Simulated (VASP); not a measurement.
Input of a VASP 6.6.1 run:

The input INCAR:

```
  PREC = Accurate
  ENCUT = 520
  EDIFF = 1E-7
  ISMEAR = 0
  SIGMA = 0.1
  LREAL = F
  LASPH = T
  NELM = 100
  ALGO = Fast
  ISIF = 2
  LWAVE = F
  LCHARG = T
  GGA = PE
  LELF = T
  LVHAR = T
  NBANDS = 45
```

KPOINTS

```
regular mesh
0
Gamma
  6 6 4
```

Contents of POSCAR:

```
TaTl
1.0
    5.7833106617      0.0000000000      0.0000000000
   -2.8916553308      5.0084939510      0.0000000000
    0.0000000000      0.0000000000      5.0763240109
Ta Tl
3 3
Direct
    0.5000000000      0.0000000000      0.0000000000
    0.5000000000      0.5000000000      0.0000000000
    0.0000000000      0.5000000000      0.0000000000
    0.0000000000      0.0000000000      0.0000000000
    0.3333333333      0.6666666667      0.5000000000
    0.6666666667      0.3333333333      0.5000000000
```

Potentials or basis: VASP PAW PBE potentials, release 64 (Ta_pv, Tl_d).

Command:

```console
$ cat potpaw_PBE.64/Ta_pv/POTCAR potpaw_PBE.64/Tl_d/POTCAR > POTCAR
$ mpirun -np 1 vasp_std > vasp.out
```

Predict the band gap on the k mesh.

zero (band 36 reaches 6.09 eV, above the bottom of band 37 at 5.37 eV).

Predict the pressure.

-0.1 GPa.

Stress tensor (GPa, compression positive):
```
-0.08  0.00  0.00
 0.00 -0.08  0.00
 0.00  0.00 -0.18
```

Caveat: spin-orbit coupling is left out, which moves the levels of the heavy elements.
